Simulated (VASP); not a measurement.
Set up this calculation in VASP 6.6.1, as the native input.

| Property | Result |
| --- | --- |
| Task | single point |
| Functional | LDA |
| Potentials or basis | VASP PAW LDA potentials, release 64 (Ta_pv, H) |
| Cutoff | 520 eV |
| k mesh | 6 × 6 × 1 |
| Occupations | gaussian, width 0.1 eV |
| Spin | no spin polarisation |
| Dipole correction | yes |
| Further INCAR settings | ALGO = Normal; EDIFF = 1e-06; NBANDS = 44 |

The structure of Ta3H lies in POSCAR:

```
Ta3H
1.0
    4.6002247492      0.0000000000      0.0000000000
   -2.3001123746      3.9839114959      0.0000000000
    0.0000000000      0.0000000000     22.4017722044
Ta H
6 2
Direct
    0.6666666667      0.3333333333      0.1785573018
    0.3333333333      0.6666666667      0.2204743848
    0.0000000000      0.0000000000      0.2623914678
    0.6666666667      0.3333333333      0.3016814391
    0.3333333333      0.6666666667      0.3385386112
    0.0000000000      0.0000000000      0.3750494438
    0.2049700398      0.6666666667      0.4379908926
    0.4616966269      0.6666666667      0.4379908926
```

These files were run (other wordings do the same):

INCAR

```
PREC     = Accurate       # precision mode
ENCUT    = 520            # plane-wave cutoff, eV
EDIFF    = 1E-6           # SCF threshold, eV
ISMEAR   = 0              # smearing method
SIGMA    = 0.1            # smearing width, eV
LREAL    = F              # projectors in reciprocal space
LASPH    = T              # aspherical terms in the spheres
NELM     = 100            # most SCF steps
ALGO     = Normal         # electronic algorithm
ISIF     = 2              # what is computed and relaxed
LWAVE    = F              # write WAVECAR
LCHARG   = F              # write CHGCAR
LDIPOL   = T            
IDIPOL   = 3            
DIPOL    = 0.5 0.5 0.319
GGA      = CA             # functional
NBANDS   = 44             # bands
```

KPOINTS

```
Automatic mesh
0
Gamma
  6 6 1
```

Potentials or basis: VASP PAW LDA potentials, release 64 (Ta_pv, H).

Run with:

```sh
$ cat potpaw_LDA.64/Ta_pv/POTCAR potpaw_LDA.64/H/POTCAR > POTCAR
$ mpirun -np 1 vasp_std > vasp.out
```

It gave:

```
Largest force          : 2.297 eV/Å
Band gap on the k mesh : zero (band 34 reaches -1.19 eV, above the bottom of band 35 at -1.33 eV)
```

Caveat: spin-orbit coupling is left out, which moves the levels of the heavy elements.

Run time: 4.7 min on 1 thread of Intel(R) Xeon(R) 6975P-C (Granite Rapids) (shared host), peak memory 0.46 GiB.
